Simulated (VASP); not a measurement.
**Mo: single point with PBEsol**

The system is Mo.

```
CELL_PARAMETERS angstrom
2.74234 0.00000 0.00000
-1.37117 2.37493 -0.17812
0.00000 -0.18691 2.49207
ATOMIC_POSITIONS crystal
Mo 0.00000 0.00000 0.50000
```

This cell differs from its parent crystal: strain -0.1500 x Voigt [0, 0, 0, 1, 0, 0].

```json
{"Program": "VASP 6.6.1", "Task": "single point", "Functional": "PBEsol", "Potentials or basis": "VASP PAW PBE potentials, release 64 (Mo_sv)", "Cutoff": "520 eV", "k mesh": "24 × 24 × 24", "Occupations": "gaussian, width 0.15 eV", "Spin": "no spin polarisation"}
```

* Pressure: 0.5 GPa
* Band gap on the k mesh: zero (bands 7 and 8 overlap by 1.94 eV)

Stress tensor (GPa, compression positive):
```
 -0.37   0.00   0.00
  0.00  -0.30 -13.81
  0.00 -13.81   2.08
```

Levels at points of the mesh, in eV from the Fermi level:
```
           k point  band 5  band 6  band 7  band 8  band 9  band 10
(0.00, 0.00, 0.00)   -6.95   -4.33   -0.99   -0.93    3.80     4.18
(0.50, 0.00, 0.00)   -5.03   -3.42    0.94    1.52    3.30     4.37
(0.00, 0.50, 0.00)   -5.05   -3.72    1.01    1.86    3.64     4.41
(0.00, 0.00, 0.50)   -3.90   -0.33   -0.32    0.29    0.87     1.17
(0.50, 0.00, 0.50)   -5.58   -3.65   -0.24    4.65    6.13     6.25
(0.00, 0.50, 0.50)   -5.55   -3.21   -0.78    4.63    5.36     6.11
```

Wall time 8 min on 1 thread of Oxide Virtual Turin-like Processor, with other jobs on the host, peak memory 0.69 GiB.

Caveat: the cell differs from its parent crystal (strain -0.1500 x Voigt [0, 0, 0, 1, 0, 0]); the PAW data sets were made with another functional, which shifts forces and pressure a little.
